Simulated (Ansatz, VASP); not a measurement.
**EuO in VASP and in Ansatz**

```xyz
2
Lattice="0.0000 2.5720 2.5720 2.5720 0.0000 2.5720 2.5720 2.5720 0.0000" Properties=species:S:1:pos:R:3 pbc="T T T"
Eu    2.5720    2.5720    2.5720
O     0.0000    0.0000    0.0000
```

Alike in both runs: task relaxation of cell and atoms; functional PBE; k mesh 12 × 12 × 12; occupations gaussian, width 0.01 eV; collinear spin; Hubbard terms Eu f U = 6.0 eV.

```csv
,VASP,Ansatz
version,VASP 6.6.1,Ansatz 0.2.0
potentials or method,"VASP PAW PBE potentials, release 64 (Eu, O), cutoff 600 eV","scalar-relativistic, plane waves, PAW"
valence electrons in the cell,23,23
```

|  | VASP | Ansatz | Ansatz less VASP |
| --- | --- | --- | --- |
| gap on the k mesh at the Fermi level, each at its own relaxed structure (eV) | 0.04 | 0.39 | +0.346 |
| net moment per atom (μB) | 3.50 | 3.50 | 0.000 |
| size of the moment on the site where the two differ most (μB) | 6.73 | 6.76 | +0.035 |
| relaxed volume (Å³/atom) | 17.26 | 17.33 | +0.075 |
| relaxed cell length with the largest relative difference (Å) | 3.655 | 3.660 | +0.0053 |

Site moments also hang on the region over which each program counts them. The programs project onto different local orbitals, so the same U acts differently, and such runs can settle in different states.

Spin-orbit coupling is off throughout.
